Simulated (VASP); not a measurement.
Here is a VASP 6.6.1 calculation.

The input INCAR:

```
SYSTEM = Ge
PREC     = Accurate       ! precision mode
ENCUT    = 520            ! plane-wave cutoff, eV
EDIFF    = 1E-6           ! SCF threshold, eV
ISMEAR   = 0              ! smearing method
SIGMA    = 0.15           ! smearing width, eV
LREAL    = .False.        ! projectors in reciprocal space
LASPH    = .True.         ! aspherical terms in the spheres
NELM     = 80             ! most SCF steps
ALGO     = Fast           ! electronic algorithm
ISIF     = 2              ! what is computed and relaxed
LWAVE    = .False.        ! write WAVECAR
LCHARG   = .False.        ! write CHGCAR
GGA      = PE             ! functional
NBANDS   = 36             ! bands
```

Contents of KPOINTS:

```
Automatic mesh
0
Gamma
  8 8 6
  0 0 0
```

File POSCAR:

```
Ge
1.0
    0.0000000000     -2.8805347711     -2.8805347711
    0.0000000000      2.8805347711     -2.8805347711
    5.7610695423      0.0000000000      0.0000000000
Ge
4
Direct
    0.4902370832      0.5091098412     -0.0025463174
    0.0154116929     -0.0005510659      0.5175676037
   -0.0102696425      0.5043289007      0.2465530308
    0.5046208664     -0.0128876760      0.7384256829
```

Potentials or basis: VASP PAW PBE potentials, release 64 (Ge_d).

Launch:

```console
$ cat potpaw_PBE.64/Ge_d/POTCAR > POTCAR
$ mpirun -np 1 vasp_std > vasp.out
```

**Question.** Predict the largest force.

**Answer.** 1.779 eV/Å.

**Question.** Estimate the pressure.

**Answer.** 0.5 GPa.

**Question.** Predict the band gap on the k mesh.

**Answer.** Zero (bands 28 and 29 overlap by 0.54 eV).

Forces on the atoms (eV/Å):
```
Ge  -0.019 -0.485  0.480
Ge  -1.645  0.543  0.406
Ge   0.505 -0.167 -0.052
Ge   1.159  0.109 -0.833
```

Caveat: the cell differs from its parent crystal (atoms moved at random); semilocal functionals underestimate gaps, and a narrow one can read as zero; forces of over 1 eV/Å act on the atoms, so gaps and moduli don't describe the material at rest.
